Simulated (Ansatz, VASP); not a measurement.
# Ti in VASP and in Ansatz

File INCAR:

```
PREC = Accurate
ENCUT = 400
EDIFF = 1E-8
ISMEAR = -1
SIGMA = 0.05
LREAL = F
LASPH = T
NELM = 120
ALGO = Normal
ISIF = 2
LWAVE = F
LCHARG = F
GGA = PS
LEFG = T
NBANDS = 19
GGA_COMPAT = F
```

KPOINTS

```
regular mesh
0
Gamma
  11 11 6
```

The input POSCAR:

```
Ti
1.0
    2.9500000000      0.0000000000      0.0000000000
   -1.4750000000      2.5547749412      0.0000000000
    0.0000000000      0.0000000000      4.6800000000
Ti
2
Direct
    0.3333333333      0.6666666667      0.2500000000
    0.6666666667      0.3333333333      0.7500000000
```

Input for Ansatz:

```yaml
crystal:
  lattice:
    - [2.95, 0.0, 0.0]
    - [-1.475, 2.5547749412, 0.0]
    - [0.0, 0.0, 4.68]
  atoms:
    - { symbol: Ti, position: [0.3333333333, 0.6666666667, 0.25] }
    - { symbol: Ti, position: [0.6666666667, 0.3333333333, 0.75] }
kpoints:
  mp_grid: { grid: [11, 11, 6] }
scf:
  occupations: { method: fermi_dirac, width: 0.05 }
hamiltonian:
  xc: pbesol
  pseudopotentials: { kind: paw }
output:
  forces: true
  stress: true
  populations: true
  efg: { quadrupole_moments_barn: { Ti: 0.247 }, contact_densities: true }
```

Alike in both runs: task electric field gradients; functional PBEsol; k mesh 11 × 11 × 6; occupations fermi-dirac, width 0.05 eV; no spin polarisation.

|  | VASP | Ansatz |
| --- | --- | --- |
| version | VASP 6.6.1 | Ansatz 0.2.0 |
| potentials or method | VASP PAW PBE potentials, release 64 (Ti_sv) | plane-wave PAW, scalar-relativistic |
| plane-wave cutoff (eV) | 400 | 420 |
| valence electrons in the cell | 24 | 24 |

Ansatz gave:

* pressure (GPa): -5.7
* traceless stress, the component that is largest in VASP (GPa): -0.20
* size of Vzz on the site where it differs most (V/Å²): 18.6

Which values does VASP return?

Pressure (GPa): -6.6; traceless stress, the component that is largest in VASP (GPa): -0.19; size of Vzz on the site where it differs most (V/Å²): 16.9.

VASP's potentials were made for PBE, not for PBEsol.
